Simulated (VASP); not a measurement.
# Ag (C2/c) in VASP: a series of runs, part 2 of 2

VASP 6.6.1. The steps go on from the part before.

### Step 4. Single point, PBEsol

This run uses another cell than the first one, of 16.67 Å³/atom, 1.042 times its volume.

INCAR reads:

```
PREC = Accurate
ENCUT = 520
EDIFF = 1E-7
ISMEAR = -1
SIGMA = 0.1
LREAL = False
LASPH = True
NELM = 60
ALGO = Normal
ISIF = 2
LWAVE = False
LCHARG = False
GGA = PS
NBANDS = 18
ISYM = 0
```

KPOINTS reads:

```
Automatic mesh
0
Gamma
  13 13 9
```

POSCAR reads:

```
Ag
1.0
   -1.9158998084      1.5763328369      1.4058680698
    1.5763328369     -1.9158998084      1.4058680698
    3.6397465032      3.6397465032     -2.0277856000
Ag
2
Direct
    0.9585787652      0.0414212348      1.0000000000
    0.7914212348      0.2085787652      0.5000000000
```

Potentials or basis: VASP PAW PBE potentials, release 64 (Ag).

Launch:

```sh
> cat potpaw_PBE.64/Ag/POTCAR > POTCAR
> mpirun -np 1 vasp_std > vasp.out
```

OUTCAR:

```text
PREC = Accurate
   ENCUT = 520
   EDIFF = 1E-7
   ISMEAR = -1
   LREAL = False
   LASPH = True
   NELM = 60
   ISIF = 2
   GGA = PS
   ISYM = 0

 ion  position               nearest neighbor table
   1  0.959  0.041  0.000-   2 2.88   2 2.88   2 2.88   2 2.88   2 2.89   2 2.89
   2  0.791  0.209  0.500-   1 2.88   1 2.88   1 2.88   1 2.88   1 2.89   1 2.89

IMPORTANT INFORMATION: All symmetrisations will be switched off!
NOSYMM: (Re-)initialisation of all symmetry stuff for point group C_1.

----------------------------------------------------------------------------------------

                                     Primitive cell

  volume of cell :      33.3349

  direct lattice vectors                    reciprocal lattice vectors
    -1.915899808  1.576332837  1.405868070    -0.036957355  0.249392411  0.381307447
     1.576332837 -1.915899808  1.405868070     0.249392411 -0.036957355  0.381307447
     3.639746503  3.639746503 -2.027785600     0.147281676  0.147281676  0.035573745

  length of vectors
     2.851659573  2.851659573  5.532397641     0.457119010  0.457119010  0.211303751

  position of ions in fractional coordinates (direct lattice)
     0.958578765  0.041421235  0.000000000
     0.791421235  0.208578765  0.500000000

  ion indices of the primitive-cell ions
   primitive index   ion index
                 1           1
                 2           2

----------------------------------------------------------------------------------------

 KPOINTS: Automatic mesh

Automatic generation of k-mesh.
 Grid dimensions read from file:
 generate k-points for:   13   13    9

 Generating k-lattice:

  Cartesian coordinates                     Fractional coordinates (reciprocal lattice)
    -0.002842873  0.019184032  0.029331342     0.076923077  0.000000000 -0.000000000
     0.019184032 -0.002842873  0.029331342     0.000000000  0.076923077 -0.000000000
     0.016364631  0.016364631  0.003952638     0.000000000  0.000000000  0.111111111

  Length of vectors
     0.035163001  0.035163001  0.023478195

  Shift w.r.t. Gamma in fractional coordinates (k-lattice)
     0.000000000  0.000000000  0.000000000

 Subroutine IBZKPT returns following result:
 ===========================================

 Found    761 irreducible k-points:

 Following reciprocal coordinates:
            Coordinates               Weight
  0.000000  0.000000  0.000000      1.000000
  0.076923  0.000000  0.000000      2.000000
 -0.000000 -0.076923 -0.000000      2.000000
  0.153846  0.000000  0.000000      2.000000
  0.000000 -0.153846 -0.000000      2.000000
  0.230769 -0.000000  0.000000      2.000000
[... 16 lines left out ...]
  0.461538  0.076923 -0.000000      2.000000
 -0.076923 -0.461538  0.000000      2.000000
 [... further k-points ...]
   k-points           NKPTS =    761   k-points in BZ     NKDIM =    761   number of bands    NBANDS=     18
   number of dos      NEDOS =    301   number of ions     NIONS =      2
   total plane-waves  NPLWV =  24192
   dimension x,y,z NGX =    24 NGY =   24 NGZ =   42
   dimension x,y,z NGXF=    48 NGYF=   48 NGZF=   84
   ions per type =               2
   NGX,Y,Z   is equivalent  to a cutoff of  13.99, 13.99, 12.62 a.u.
   NGXF,Y,Z  is equivalent  to a cutoff of  27.98, 27.98, 25.24 a.u.
 SYSTEM =  unknown system
   PREC   = accura    normal or accurate (medium, high low for compatibility)
   ISTART =      0    job   : 0-new  1-cont  2-samecut
   ICHARG =      2    charge: 1-file 2-atom 10-const
   ISPIN  =      1    spin polarized calculation?
   LNONCOLLINEAR =      F non collinear calculations
   LSORBIT =      F    spin-orbit coupling
   LASPH  =      T    aspherical Exc in radial PAW
   ENCUT  =  520.0 eV  38.22 Ry    6.18 a.u.   5.30  5.30 10.29*2*pi/ulx,y,z
   NELM   =     60;   NELMIN=  2; NELMDL= -5     # of ELM steps
   EDIFF  = 0.1E-06   stopping-criterion for ELM
   LREAL  =      F    real-space projection
   EDIFFG = 0.1E-05   stopping-criterion for IOM
   NSW    =      0    number of steps for IOM
   IBRION =     -1    ionic relax: 0-MD 1-quasi-New 2-CG
   NFREE  =      0    steps in history (QN), initial steepest desc. (CG)
   ISIF   =      2    stress and relaxation
   ISYM   =      0    0-nonsym 1-usesym 2-fastsym
   POTIM  = 0.5000    time-step for ionic-motion
   TEBEG  =    0.0;   TEEND  =   0.0 temperature during run
   PSTRESS=    0.0 pullay stress
   NELECT =      22.0000    total number of electrons
   NUPDOWN=      -1.0000    fix difference up-down
   EMIN   =  10.00;   EMAX   =-10.00  energy-range for DOS
   EFERMI =   0.00;   METHOD = LEGACY
   ISMEAR =    -1;   SIGMA  =   0.10  broadening in eV -4-tet -1-fermi 0-gaus
   EFERMI_NEDOS =   21; number of points for ismear=-14 and -15
   IALGO  =     38    algorithm
   IMIX   =      4    mixing-type and parameters
     AMIX     =   0.40;   BMIX     =  1.00
     AMIX_MAG =   1.60;   BMIX_MAG =  1.00
  volume/ion in A,a.u.               =      16.67       112.48
  Fermi-wavevector in a.u.,A,eV,Ry     =   1.425332  2.693487 27.641208  2.031571
  Thomas-Fermi vector in A             =   2.545728
   LORBIT       =      0    0 simple, 1 ext, 2 COOP (PROOUT), +10 PAW based schemes
   GGA     = PS    functional components
   LHFCALC =     F    Hartree Fock is set to
   AEXX    =    0.0000 exact exchange contribution
   IVDW    =     0    specifies the selected vdW correction
   LEPSILON=     F    determine dielectric tensor
   LRPA    =     F    only Hartree local field effects (RPA)
 non-spin polarized calculation
  energy-cutoff  :      520.00
  volume of cell :       33.33
 maximum number of plane-waves:       909
 NGX is ok and might be reduce to    24
   NGX = 11   NGY = 11   NGZ = 21

 number of electron      21.9999997 magnetization

 Free energy of the ion-electron system (eV)
  ---------------------------------------------------
  ext. energy  EPLUGINS =         0.00000000
  ---------------------------------------------------
  free energy    TOTEN  =        -6.62242312 eV

  energy without entropy =       -6.60833188  energy(sigma->0) =       -6.61537750

 E-fermi :   8.6002     XC(G=0): -12.5479

 val. band max:        8.5479777580   @ k =   0.2308  -0.0000   0.0000
 cond. band min:       8.6109647399   @ k =  -0.3846   0.4615   0.4444
 fundamental gap:      0.0629869819
 Fermi energy:         8.6001721720

 k-point     1 :       0.0000    0.0000    0.0000
  band No.  band energies     occupation
      1       0.5504      2.00000
      2       1.9929      2.00000
      3       3.6181      2.00000
      4       3.7770      2.00000
      5       3.7796      2.00000
      6       4.0125      2.00000
[... 10 lines left out ...]
     17      27.3118      0.00000
     18      27.3160      0.00000

 k-point     2 :       0.0769    0.0000    0.0000
  band No.  band energies     occupation
      1       0.7655      2.00000
      2       2.1060      2.00000
      3       3.5440      2.00000
      4       3.8164      2.00000
      5       3.8574      2.00000
      6       3.9613      2.00000
[... 10 lines left out ...]
     17      26.1531      0.00000
     18      27.2188      0.00000

 k-point     3 :      -0.0000   -0.0769   -0.0000
  band No.  band energies     occupation
      1       0.7655      2.00000
      2       2.1060      2.00000
      3       3.5440      2.00000
      4       3.8164      2.00000
      5       3.8574      2.00000
      6       3.9613      2.00000
[... 10 lines left out ...]
     17      26.1531      0.00000
     18      27.2188      0.00000

 k-point     4 :       0.1538    0.0000    0.0000
  band No.  band energies     occupation
      1       1.3621      2.00000
      2       2.3962      2.00000
      3       3.4274      2.00000
      4       3.7396      2.00000
      5       3.8067      2.00000
      6       4.0379      2.00000
[... 375 lines left out ...]
      4       2.9403      2.00000
      5       4.3677      2.00000
      6       4.6038      2.00000
[... 10 lines left out ...]
     17      22.0986      0.00000
     18      22.7752      0.00000

 k-point    23 :       0.4615    0.0769   -0.0000
  band No.  band energies     occupation
      1       2.1627      2.00000
      2       2.2615      2.00000
      3       2.8152      2.00000
      4       2.8917      2.00000
      5       4.3573      2.00000
      6       4.5978      2.00000
[... 10 lines left out ...]
     17      22.6467      0.00000
     18      22.7510      0.00000

 k-point    24 :      -0.0769   -0.4615    0.0000
  band No.  band energies     occupation
      1       2.1627      2.00000
      2       2.2615      2.00000
      3       2.8152      2.00000
      4       2.8917      2.00000
      5       4.3573      2.00000
      6       4.5978      2.00000
[... 10 lines left out ...]
     17      22.6467      0.00000
     18      22.7510      0.00000

 [... further k-points ...]
[... 5 lines left out ...]
  --------------------------------------------------------------------------------------
  -------------------------------------------------------------------------------------
  Total       -0.0443495     -0.0443495     -0.0439856      0.0002563      0.0005917      0.0005917
  in kB       -2.1315731     -2.1315721     -2.1140822      0.0123178      0.0284387      0.0284405
  external PRESSURE =      -2.1257425 kB  Pullay stress =       0.0000000 kB

 VOLUME and BASIS-vectors are now :
 -----------------------------------------------------------------------------
  energy-cutoff  :      520.00
  volume of cell :       33.33
      direct lattice vectors                 reciprocal lattice vectors
    -1.915899808  1.576332837  1.405868070    -0.036957355  0.249392411  0.381307447
     1.576332837 -1.915899808  1.405868070     0.249392411 -0.036957355  0.381307447
     3.639746503  3.639746503 -2.027785600     0.147281676  0.147281676  0.035573745

 POSITION                                       TOTAL-FORCE (eV/Angst)
 -----------------------------------------------------------------------------------
     -1.77125      1.43168      1.40587        -0.000041      0.000041     -0.000000
      0.63238      2.66780      0.39198         0.000041     -0.000041      0.000000
 -----------------------------------------------------------------------------------
    total drift:                                0.000000      0.000000      0.000000

  FREE ENERGIE OF THE ION-ELECTRON SYSTEM (eV)
  ---------------------------------------------------
  free  energy   TOTEN  =        -6.6224231248 eV

  energy  without entropy=       -6.6083318793  energy(sigma->0) =       -6.61537750
```

OSZICAR:

```text
N       E                     dE             d eps       ncg     rms          rms(c)
DAV:   1     0.126888707700E+03    0.12689E+03   -0.11484E+04 27452   0.120E+03
DAV:   2    -0.518177908411E+01   -0.13207E+03   -0.12563E+03 28408   0.271E+02
DAV:   3    -0.733220363661E+01   -0.21504E+01   -0.21434E+01 31394   0.392E+01
DAV:   4    -0.733919925997E+01   -0.69956E-02   -0.69951E-02 29862   0.221E+00
DAV:   5    -0.733925888376E+01   -0.59624E-04   -0.59624E-04 29858   0.216E-01    0.832E+00
DAV:   6    -0.665227460297E+01    0.68698E+00   -0.16459E+00 28278   0.139E+01    0.494E+00
DAV:   7    -0.663053661135E+01    0.21738E-01   -0.19919E-02 29858   0.135E+00    0.275E+00
DAV:   8    -0.662240444950E+01    0.81322E-02   -0.12198E-03 28208   0.289E-01    0.153E-01
DAV:   9    -0.662241707558E+01   -0.12626E-04   -0.19130E-05 30576   0.344E-02    0.202E-02
DAV:  10    -0.662242369818E+01   -0.66226E-05   -0.35039E-06 29814   0.180E-02    0.946E-03
DAV:  11    -0.662242316634E+01    0.53184E-06   -0.72840E-08 21264   0.213E-03    0.598E-04
DAV:  12    -0.662242312479E+01    0.41551E-07   -0.11377E-08 14576   0.873E-04
   1 F= -.66224231E+01 E0= -.66153775E+01  d E =-.140912E-01
```

stdout:

```text
POSCAR found type information on POSCAR Ag
 POSCAR found :  1 types and       2 ions
 scaLAPACK will be used
 -----------------------------------------------------------------------------
|                                                                             |
|                                                                             |
|     You enforced a specific xc type in the INCAR file but a different       |
|     I HOPE YOU KNOW WHAT YOU ARE DOING!                                     |
|                                                                             |
 -----------------------------------------------------------------------------

 LDA part: xc-table for (Slater+PW92), standard interpolation
 POSCAR, INCAR and KPOINTS ok, starting setup
 FFT: planning ... GRIDC
 FFT: planning ... GRID_SOFT
 FFT: planning ... GRID
 WAVECAR not read
 entering main loop
```

Run time: 2.7 min. Hardware: 1 thread of Intel Xeon 6975P-C (Granite Rapids), shared host; peak memory 0.46 GiB.

What came out:

* Free energy: -6.6224 eV
* Pressure: -0.2 GPa
* Band gap on the k mesh: zero (band 11 reaches 12.05 eV, above the bottom of band 12 at 5.22 eV)

Caveat: the PAW data sets were made with another functional, which shifts forces and pressure a little.

### Step 5. Overview

| cell | k mesh | gap on the mesh (eV) | pressure (GPa) |
| --- | --- | --- | --- |
| a = 2.813, b = 2.813, c = 5.458 Å, angles 105.0, 105.0, 120.0°, 2 atoms | 16 × 16 × 8 | none | 5.4 |
| a = 2.889, b = 2.889, c = 5.605 Å, angles 105.0, 105.0, 120.0°, 2 atoms | 16 × 16 × 8 | none | -4.1 |
| a = 2.852, b = 2.852, c = 5.532 Å, angles 105.0, 105.0, 120.0°, 2 atoms | 13 × 13 × 9 | none | -0.2 |

Alike in all rows: task single point; level PBEsol; potentials or basis VASP PAW PBE potentials, release 64 (Ag); no spin polarisation; cutoff (eV) 520; smearing fermi-dirac 0.1 eV.

Caveats: the PAW data sets were made with another functional, which shifts forces and pressure a little.

Total energies depend on the potentials used, so only differences within one code and one set of settings carry meaning.
